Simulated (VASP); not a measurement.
# Be (Fd-3m) in VASP: further runs

Runs on Be. Level: PBE. Tasks: single point, relaxation of cell and atoms.

Program: VASP 6.6.1. These are calculated values, not measurements. Logs are shortened: lines on timing, memory, paths and dates and some standing lists are left out, and cuts for length are marked.

## 1. The cell of the first run

The structure is cubic, space group Fd-3m (No. 227). Conventional cell: a = 4.620 Å, b = 4.620 Å, c = 4.620 Å, α = 90.00°, β = 90.00°, γ = 90.00°. Be (site symmetry -43m) has 4 Be at 2.00 Å within 2.7 Å.

## 2. Single point, PBE

File INCAR:

```
SYSTEM = Be
  PREC = Accurate
  ENCUT = 520
  EDIFF = 1E-6
  ISMEAR = 1
  SIGMA = 0.1
  LREAL = .False.
  LASPH = .True.
  NELM = 80
  ALGO = Normal
  ISIF = 2
  LWAVE = .False.
  LCHARG = .False.
  GGA = PE
  NBANDS = 9
```

File KPOINTS:

```
regular mesh
0
Gamma
  8 8 8
  0 0 0
```

File POSCAR:

```
Be
1.0
    0.0000000000      2.3101422267      2.3101422267
    2.3101422267      0.0000000000      2.3101422267
    2.3101422267      2.3101422267      0.0000000000
Be
2
Direct
    0.0000000000      0.0000000000      0.0000000000
    0.2500000000      0.2500000000      0.2500000000
```

Potentials or basis: VASP PAW PBE potentials, release 64 (Be).

Command:

```sh
$ cat potpaw_PBE.64/Be/POTCAR > POTCAR
$ mpirun -np 1 vasp_std > vasp.out
```

OUTCAR:

```text
SYSTEM = Be
   PREC = Accurate
   ENCUT = 520
   EDIFF = 1E-6
   ISMEAR = 1
   LREAL = .False.
   LASPH = .True.
   NELM = 80
   ISIF = 2
   GGA = PE

 ion  position               nearest neighbor table
   1  0.000  0.000  0.000-   2 2.00   2 2.00   2 2.00   2 2.00
   2  0.250  0.250  0.250-   1 2.00   1 2.00   1 2.00   1 2.00

  LATTYP: Found a face centered cubic cell.
 ALAT       =     4.6202844534

  Lattice vectors:

 A1 = (   0.0000000000,   2.3101422267,   2.3101422267)
 A2 = (   2.3101422267,   0.0000000000,   2.3101422267)
 A3 = (   2.3101422267,   2.3101422267,   0.0000000000)

Analysis of symmetry for initial positions (statically):
=====================================================================
 Subroutine PRICEL returns:
 Original cell was already a primitive cell.

 Routine SETGRP: Setting up the symmetry group for a
 face centered cubic supercell.

 Subroutine GETGRP returns: Found 48 space group operations
 (whereof 24 operations were pure point group operations)
 out of a pool of 48 trial point group operations.

The static configuration has the point symmetry T_d .
 The point group associated with its full space group is O_h .

Analysis of symmetry for dynamics (positions and initial velocities):
=====================================================================
 Subroutine PRICEL returns:
 Original cell was already a primitive cell.

 Routine SETGRP: Setting up the symmetry group for a
 face centered cubic supercell.

 Subroutine GETGRP returns: Found 48 space group operations
 (whereof 24 operations were pure point group operations)
 out of a pool of 48 trial point group operations.

The dynamic configuration has the point symmetry T_d .
 The point group associated with its full space group is O_h .

 Subroutine INISYM returns: Found 48 space group operations
 (whereof 24 operations are pure point group operations),
 and found     1 'primitive' translations

----------------------------------------------------------------------------------------

                                     Primitive cell

  volume of cell :      24.6573

  direct lattice vectors                    reciprocal lattice vectors
     0.000000000  2.310142227  2.310142227    -0.216436890  0.216436890  0.216436890
     2.310142227  0.000000000  2.310142227     0.216436890 -0.216436890  0.216436890
     2.310142227  2.310142227  0.000000000     0.216436890  0.216436890 -0.216436890

  length of vectors
     3.267034468  3.267034468  3.267034468     0.374879691  0.374879691  0.374879691

  position of ions in fractional coordinates (direct lattice)
     0.000000000  0.000000000  0.000000000
     0.250000000  0.250000000  0.250000000

  ion indices of the primitive-cell ions
   primitive index   ion index
                 1           1
                 2           2

----------------------------------------------------------------------------------------

 KPOINTS: regular mesh

Automatic generation of k-mesh.
 Grid dimensions read from file:
 generate k-points for:    8    8    8

 Generating k-lattice:

  Cartesian coordinates                     Fractional coordinates (reciprocal lattice)
    -0.027054611  0.027054611  0.027054611     0.125000000  0.000000000  0.000000000
     0.027054611 -0.027054611  0.027054611     0.000000000  0.125000000  0.000000000
     0.027054611  0.027054611 -0.027054611     0.000000000  0.000000000  0.125000000

  Length of vectors
     0.046859961  0.046859961  0.046859961

  Shift w.r.t. Gamma in fractional coordinates (k-lattice)
     0.000000000  0.000000000  0.000000000

 Subroutine IBZKPT returns following result:
 ===========================================

 Found     29 irreducible k-points:

 Following reciprocal coordinates:
            Coordinates               Weight
  0.000000  0.000000  0.000000      1.000000
  0.125000  0.000000  0.000000      8.000000
  0.250000  0.000000  0.000000      8.000000
  0.375000  0.000000  0.000000      8.000000
  0.500000  0.000000  0.000000      4.000000
  0.125000  0.125000  0.000000      6.000000
[... 16 lines left out ...]
  0.500000  0.250000  0.125000     48.000000
 -0.375000  0.250000  0.125000     24.000000
 [... further k-points ...]
   k-points           NKPTS =     29   k-points in BZ     NKDIM =     29   number of bands    NBANDS=      9
   number of dos      NEDOS =    301   number of ions     NIONS =      2
   total plane-waves  NPLWV =  13824
   dimension x,y,z NGX =    24 NGY =   24 NGZ =   24
   dimension x,y,z NGXF=    48 NGYF=   48 NGZF=   48
   ions per type =               2
   NGX,Y,Z   is equivalent  to a cutoff of  12.21, 12.21, 12.21 a.u.
   NGXF,Y,Z  is equivalent  to a cutoff of  24.43, 24.43, 24.43 a.u.
 SYSTEM =  Be
   PREC   = accura    normal or accurate (medium, high low for compatibility)
   ISTART =      0    job   : 0-new  1-cont  2-samecut
   ICHARG =      2    charge: 1-file 2-atom 10-const
   ISPIN  =      1    spin polarized calculation?
   LNONCOLLINEAR =      F non collinear calculations
   LSORBIT =      F    spin-orbit coupling
   LASPH  =      T    aspherical Exc in radial PAW
   ENCUT  =  520.0 eV  38.22 Ry    6.18 a.u.   6.07  6.07  6.07*2*pi/ulx,y,z
   NELM   =     80;   NELMIN=  2; NELMDL= -5     # of ELM steps
   EDIFF  = 0.1E-05   stopping-criterion for ELM
   LREAL  =      F    real-space projection
   EDIFFG = 0.1E-04   stopping-criterion for IOM
   NSW    =      0    number of steps for IOM
   IBRION =     -1    ionic relax: 0-MD 1-quasi-New 2-CG
   NFREE  =      0    steps in history (QN), initial steepest desc. (CG)
   ISIF   =      2    stress and relaxation
   ISYM   =      2    0-nonsym 1-usesym 2-fastsym
   POTIM  = 0.5000    time-step for ionic-motion
   TEBEG  =    0.0;   TEEND  =   0.0 temperature during run
   PSTRESS=    0.0 pullay stress
   NELECT =       4.0000    total number of electrons
   NUPDOWN=      -1.0000    fix difference up-down
   EMIN   =  10.00;   EMAX   =-10.00  energy-range for DOS
   EFERMI =   0.00;   METHOD = LEGACY
   ISMEAR =     1;   SIGMA  =   0.10  broadening in eV -4-tet -1-fermi 0-gaus
   EFERMI_NEDOS =   21; number of points for ismear=-14 and -15
   IALGO  =     38    algorithm
   IMIX   =      4    mixing-type and parameters
     AMIX     =   0.40;   BMIX     =  1.00
     AMIX_MAG =   1.60;   BMIX_MAG =  1.00
  volume/ion in A,a.u.               =      12.33        83.20
  Fermi-wavevector in a.u.,A,eV,Ry     =   0.892852  1.687246 10.846355  0.797185
  Thomas-Fermi vector in A             =   2.014854
   LORBIT       =      0    0 simple, 1 ext, 2 COOP (PROOUT), +10 PAW based schemes
   GGA     = PE    functional components
   LHFCALC =     F    Hartree Fock is set to
   AEXX    =    0.0000 exact exchange contribution
   IVDW    =     0    specifies the selected vdW correction
   LEPSILON=     F    determine dielectric tensor
   LRPA    =     F    only Hartree local field effects (RPA)
 non-spin polarized calculation
 Methfessel and Paxton  Order N= 1 SIGMA  =   0.10
  energy-cutoff  :      520.00
  volume of cell :       24.66
 maximum number of plane-waves:       684
   NGX = 13   NGY = 13   NGZ = 13

 number of electron       4.0000000 magnetization

 Free energy of the ion-electron system (eV)
  ---------------------------------------------------
  ext. energy  EPLUGINS =         0.00000000
  ---------------------------------------------------
  free energy    TOTEN  =        -4.11486736 eV

  energy without entropy =       -4.11544312  energy(sigma->0) =       -4.11505928

 E-fermi :   2.7914     XC(G=0):  -9.0731

 val. band max:        2.6963622778   @ k =  -0.3750   0.5000   0.1250
 cond. band min:       2.8051673255   @ k =   0.5000   0.3750   0.1250
 fundamental gap:      0.1088050477
 Fermi energy:         2.7914354492

 k-point     1 :       0.0000    0.0000    0.0000
  band No.  band energies     occupation
      1      -5.2712      2.00000
      2       8.1538      0.00000
      3       8.1538      0.00000
      4       8.1538      0.00000
      5      10.8507      0.00000
      6      10.8507      0.00000
      7      10.8507      0.00000
      8      19.0897      0.00000
      9      19.1213      0.00000

 k-point     2 :       0.1250    0.0000    0.0000
  band No.  band energies     occupation
      1      -5.0123      2.00000
      2       6.3529      0.00000
      3       7.6128      0.00000
      4       7.6128      0.00000
      5      11.5534      0.00000
      6      11.5534      0.00000
      7      12.1790      0.00000
      8      18.0387      0.00000
      9      18.8469      0.00000

 k-point     3 :       0.2500    0.0000    0.0000
  band No.  band energies     occupation
      1      -4.2383      2.00000
      2       3.6281     -0.00000
      3       6.8348      0.00000
      4       6.8348      0.00000
      5      12.3138      0.00000
      6      12.3138      0.00000
      7      13.6591      0.00000
      8      16.8064      0.00000
      9      18.4379      0.00000

 k-point     4 :       0.3750    0.0000    0.0000
  band No.  band energies     occupation
      1      -2.9587      2.00000
      2       1.0466      2.00000
      3       6.3277      0.00000
      4       6.3277      0.00000
      5      12.2140      0.00000
      6      12.2140      0.00000
      7      14.5933      0.00000
      8      16.0429      0.00000
      9      20.2844      0.00000
[... 205 lines left out ...]
 k-point    22 :       0.3750    0.2500    0.1250
  band No.  band energies     occupation
      1      -3.5495      2.00000
      2       3.9350     -0.00000
      3       4.0628     -0.00000
      4       6.1365      0.00000
      5      11.5522      0.00000
      6      12.8049      0.00000
      7      15.0786      0.00000
      8      15.5103      0.00000
      9      19.8389      0.00000

 k-point    23 :       0.5000    0.2500    0.1250
  band No.  band energies     occupation
      1      -2.2746      2.00000
      2       1.6280      2.00000
      3       3.8407     -0.00000
      4       5.1156      0.00000
      5      11.7318      0.00000
      6      13.2379      0.00000
      7      15.6685      0.00000
      8      16.8511      0.00000
      9      19.6960      0.00000

 k-point    24 :      -0.3750    0.2500    0.1250
  band No.  band energies     occupation
      1      -0.5961      2.00000
      2      -0.4531      2.00000
      3       3.9908     -0.00000
      4       4.5200     -0.00000
      5      11.5545      0.00000
      6      13.5519      0.00000
      7      16.8950      0.00000
      8      17.5142      0.00000
      9      18.3300      0.00000

 [... further k-points ...]
[... 5 lines left out ...]
  --------------------------------------------------------------------------------------
  -------------------------------------------------------------------------------------
  Total        1.5598686      1.5598686      1.5598686     -0.0000000     -0.0000000      0.0000000
  in kB      101.3566983    101.3566983    101.3566983     -0.0000000     -0.0000000      0.0000000
  external PRESSURE =     101.3566983 kB  Pullay stress =       0.0000000 kB

 VOLUME and BASIS-vectors are now :
 -----------------------------------------------------------------------------
  energy-cutoff  :      520.00
  volume of cell :       24.66
      direct lattice vectors                 reciprocal lattice vectors
     0.000000000  2.310142227  2.310142227    -0.216436890  0.216436890  0.216436890
     2.310142227  0.000000000  2.310142227     0.216436890 -0.216436890  0.216436890
     2.310142227  2.310142227  0.000000000     0.216436890  0.216436890 -0.216436890

 POSITION                                       TOTAL-FORCE (eV/Angst)
 -----------------------------------------------------------------------------------
      0.00000      0.00000      0.00000         0.000000      0.000000     -0.000000
      1.15507      1.15507      1.15507        -0.000000     -0.000000      0.000000
 -----------------------------------------------------------------------------------
    total drift:                               -0.000000     -0.000000      0.000000

  FREE ENERGIE OF THE ION-ELECTRON SYSTEM (eV)
  ---------------------------------------------------
  free  energy   TOTEN  =        -4.1148673569 eV

  energy  without entropy=       -4.1154431208  energy(sigma->0) =       -4.11505928
```

It took 6.6 s on 1 thread of Intel Xeon 8259CL, shared host; peak memory 0.13 GiB.

What came out:

```yaml
Free_energy: -4.1149 eV
Pressure: 10.1 GPa
Band_gap_on_the_k_mesh: zero (band 2 reaches 8.15 eV, above the bottom of band 3 at 0.89 eV)
```

## 3. Single point, PBE

This run uses another cell than the first one, of 14.74 Å³/atom, 1.196 times its volume.

File INCAR:

```
SYSTEM = Be
  PREC = Accurate
  ENCUT = 520
  EDIFF = 1E-7
  ISMEAR = 1
  SIGMA = 0.1
  LREAL = .FALSE.
  LASPH = .TRUE.
  NELM = 80
  ALGO = Normal
  ISIF = 2
  LWAVE = .FALSE.
  LCHARG = .FALSE.
  GGA = PE
  NBANDS = 9
```

File KPOINTS:

```
regular mesh
0
G
  8 8 8
  0 0 0
```

File POSCAR:

```
Be
1.0
    0.0000000000      2.4521287579      2.4521287579
    2.4521287579      0.0000000000      2.4521287579
    2.4521287579      2.4521287579      0.0000000000
Be
2
Direct
    0.0000000000      0.0000000000      0.0000000000
    0.2500000000      0.2500000000      0.2500000000
```

Potentials or basis: VASP PAW PBE potentials, release 64 (Be).

Command:

```sh
$ cat potpaw_PBE.64/Be/POTCAR > POTCAR
$ mpirun -np 1 vasp_std > vasp.out
```

Run time: 13 s. Hardware: 1 thread of Intel Xeon 8259CL, shared host; peak memory 0.15 GiB.

Results (log left out):

```
Free energy            : -4.2489 eV
Pressure               : 0.0 GPa
Band gap on the k mesh : zero (band 2 reaches 6.52 eV, above the bottom of band 3 at 0.33 eV)
```

Levels at points of the mesh, in eV from the Fermi level:
| k point | band 1 | band 2 | band 3 | band 4 | band 5 |
| --- | --- | --- | --- | --- | --- |
| (0.00, 0.00, 0.00) | -7.30 | 4.73 | 4.73 | 4.73 | 7.25 |
| (0.50, 0.00, 0.00) | -3.69 | -3.50 | 3.00 | 3.00 | 8.41 |
| (0.50, 0.50, 0.00) | -2.42 | -2.42 | 0.72 | 0.72 | 6.16 |

## 4. Relaxation of cell and atoms, PBE

This run uses another cell than the first one, of 10.50 Å³/atom, 0.852 times its volume.

File INCAR:

```
SYSTEM = Be
PREC = Accurate
ENCUT = 600
EDIFF = 1E-7
ISMEAR = 1
SIGMA = 0.1
LREAL = .False.
LASPH = .True.
NELM = 100
ALGO = Normal
ISIF = 3
LWAVE = .False.
LCHARG = .False.
GGA = PE
IBRION = 2
NSW = 80
EDIFFG = -0.01
```

File KPOINTS:

```
Automatic mesh
0
Gamma
  8 8 8
  0 0 0
```

File POSCAR:

```
Be
1.0
    0.0000000000      2.1900000000      2.1900000000
    2.1900000000      0.0000000000      2.1900000000
    2.1900000000      2.1900000000      0.0000000000
Be
2
Direct
    0.0000000000      0.0000000000      0.0000000000
    0.2500000000      0.2500000000      0.2500000000
```

Command:

```sh
$ cat potpaw_PBE.64/Be/POTCAR > POTCAR
$ mpirun -np 1 vasp_std > vasp.out
```

It took 27 s on 1 thread of Intel Xeon 8259CL, shared host; peak memory 0.15 GiB.

Results (log left out):

```yaml
Free_energy: -4.2487 eV
Relaxed_volume: 14.72 Å³/atom
Relaxed_cell: a = 3.466 Å, b = 3.466 Å, c = 3.466 Å, α = 60.00°, β = 60.00°, γ = 60.00°
Space_group_after_relaxing_to_0.05_Å: Fd-3m (No. 227)
Energy_gained_by_relaxing: 262.6 meV/atom
Ionic_steps: 4
Pressure_after_relaxing: 0.1 GPa
Band_gap_on_the_k_mesh: zero (band 2 reaches 6.53 eV, above the bottom of band 3 at 0.33 eV)
```

The path:
```
step  energy change (eV)  largest force (eV/Å)  pressure (GPa)  volume (Å³)
   1              0.0000                0.0000           25.83        21.01
   2             -0.4816                0.0000            5.15        26.59
   3             -0.5221                0.0000            1.25        28.67
   4             -0.5252                0.0000            0.07        29.44
```

Final structure:
```yaml
crystal:
  lattice:
    - [0.00000, 2.45083, 2.45083]
    - [2.45083, 0.00000, 2.45083]
    - [2.45083, 2.45083, 0.00000]
  atoms:
    - { symbol: Be, position: [0.00000, 0.00000, 0.00000] }
    - { symbol: Be, position: [0.25000, 0.25000, 0.25000] }
```

Levels at points of the mesh, in eV from the Fermi level:
| k point | band 1 | band 2 | band 3 | band 4 | band 5 | band 6 |
| --- | --- | --- | --- | --- | --- | --- |
| (0.00, 0.00, 0.00) | -7.30 | 4.73 | 4.73 | 4.73 | 7.26 | 7.26 |
| (0.50, 0.00, 0.00) | -3.69 | -3.51 | 3.00 | 3.00 | 8.42 | 8.42 |
| (0.50, 0.50, 0.00) | -2.42 | -2.42 | 0.72 | 0.72 | 6.17 | 6.17 |

Caveat: the volume moved by over 15 % at a fixed basis, so the end points are rough.

## 5. Relaxation of cell and atoms, PBE, target pressure 10 GPa, at which the enthalpy is minimised

This run uses another cell than the first one, of 10.50 Å³/atom, 0.852 times its volume.

File INCAR:

```
SYSTEM = Be
PREC     = Accurate       ! precision mode
ENCUT    = 600            ! plane-wave cutoff, eV
EDIFF    = 1E-6           ! SCF threshold, eV
ISMEAR   = 1              ! smearing method
SIGMA    = 0.1            ! smearing width, eV
LREAL    = .FALSE.        ! projectors in reciprocal space
LASPH    = .TRUE.         ! aspherical terms in the spheres
NELM     = 100            ! most SCF steps
ALGO     = Normal         ! electronic algorithm
ISIF     = 3              ! what is computed and relaxed
LWAVE    = .FALSE.        ! write WAVECAR
LCHARG   = .FALSE.        ! write CHGCAR
GGA      = PE             ! functional
IBRION   = 2              ! ionic algorithm
NSW      = 80             ! ionic steps
EDIFFG   = -0.01          ! ionic threshold
PSTRESS  = 100.0
```

File KPOINTS:

```
regular mesh
0
G
  8 8 8
  0 0 0
```

POSCAR is that of step 4.

Command:

```sh
$ cat potpaw_PBE.64/Be/POTCAR > POTCAR
$ mpirun -np 1 vasp_std > vasp.out
```

Wall time 18 s (1 thread of Intel Xeon 8259CL, shared host); peak memory 0.15 GiB.

The run converged. Its results:

| Quantity | Value |
| --- | --- |
| Free energy | -4.1196 eV |
| Relaxed volume | 12.37 Å³/atom |
| Relaxed cell | a = 3.270 Å, b = 3.270 Å, c = 3.270 Å, α = 60.00°, β = 60.00°, γ = 60.00° |
| Space group after relaxing (to 0.05 Å) | Fd-3m (No. 227) |
| Energy change on relaxing (the enthalpy is what falls) | -198.1 meV/atom |
| Ionic steps | 3 |
| Pressure after relaxing | 9.9 GPa |
| Band gap on the k mesh | zero (band 2 reaches 8.12 eV, above the bottom of band 3 at 0.88 eV) |

Step by step:
```
step  energy change (eV)  largest force (eV/Å)  pressure (GPa)  volume (Å³)
   1              0.0000                0.0000           25.83        21.01
   2             -0.3692                0.0000           11.21        24.32
   3             -0.3962                0.0000            9.90        24.73
```

Final structure:
```
Be
1.0
     0.00000    2.31253    2.31253
     2.31253    0.00000    2.31253
     2.31253    2.31253    0.00000
Be
2
Direct
  0.00000 0.00000 0.00000
  0.25000 0.25000 0.25000
```

Levels at points of the mesh, in eV from the Fermi level:
| k point | band 1 | band 2 | band 3 | band 4 | band 5 | band 6 |
| --- | --- | --- | --- | --- | --- | --- |
| (0.00, 0.00, 0.00) | -8.05 | 5.35 | 5.35 | 5.35 | 8.05 | 8.05 |
| (0.50, 0.00, 0.00) | -4.11 | -3.81 | 3.36 | 3.36 | 9.24 | 9.24 |
| (0.50, 0.50, 0.00) | -2.61 | -2.61 | 0.69 | 0.69 | 6.89 | 6.89 |

Caveat: the cell is relaxed towards a set pressure, so the enthalpy falls and the energy may rise; the volume moved by over 15 % at a fixed basis, so the end points are rough.

## 6. The runs side by side

```csv
task,cell,cutoff (eV),gap on the mesh (eV),pressure (GPa)
single point,"a = 3.267 Å, angles 60.0°, 2 atoms",520,none,10.1
single point,"a = 3.468 Å, angles 60.0°, 2 atoms",520,none,0.0
relaxation of cell and atoms,"relaxed from a = 3.097 Å, angles 60.0°, 2 atoms",600,none,0.1
relaxation of cell and atoms,"relaxed to 10 GPa from a = 3.097 Å, angles 60.0°, 2 atoms",600,none,9.9
```

Alike in all rows: level PBE; potentials or basis VASP PAW PBE potentials, release 64 (Be); no spin polarisation; k mesh 8 × 8 × 8; smearing methfessel-paxton 0.1 eV.

Caveats: the volume moved by over 15 % at a fixed basis, so the end points are rough (some runs); the cell is relaxed towards a set pressure, so the enthalpy falls and the energy may rise (some runs).

Absolute energies hang on the potentials; compare differences alone.
